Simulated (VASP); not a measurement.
Runs of VASP 6.6.1 on LiCl. The structure is that of space group Fm-3m (No. 225), or close to it. The cells are those of the table. 

```tsv
cell	gap on the mesh (eV)
a = 3.654, b = 3.654, c = 3.627 Å, angles 60.2, 60.2, 59.5°, 2 atoms	7.18
a = 3.628, b = 3.628, c = 3.682 Å, angles 59.5, 59.5, 61.0°, 2 atoms	7.17
a = 3.654, b = 3.654, c = 3.682 Å, angles 59.8, 59.8, 60.5°, 2 atoms	7.10
a = 3.682, b = 3.682, c = 3.627 Å, angles 60.5, 60.5, 59.0°, 2 atoms	(a)
a = 3.709, b = 3.709, c = 3.736 Å, angles 59.8, 59.8, 60.5°, 2 atoms	(b)
a = 3.682, b = 3.682, c = 3.736 Å, angles 59.5, 59.5, 61.0°, 2 atoms	6.92
a = 3.628, b = 3.628, c = 3.573 Å, angles 60.5, 60.5, 59.0°, 2 atoms	7.34
a = 3.655, b = 3.655, c = 3.573 Å, angles 60.7, 60.7, 58.5°, 2 atoms	7.23
a = 3.709, b = 3.709, c = 3.682 Å, angles 60.2, 60.2, 59.5°, 2 atoms	6.93
```

Alike in all rows: task single point; level r2SCAN; potentials or basis VASP PAW PBE potentials, release 64 (Li_sv, Cl); no spin polarisation; k mesh 8 × 8 × 8; cutoff (eV) 520; smearing gaussian 0.05 eV.

Estimate the missing entries.

(a) 7.07; (b) 6.86.

A k mesh can miss the band edges.
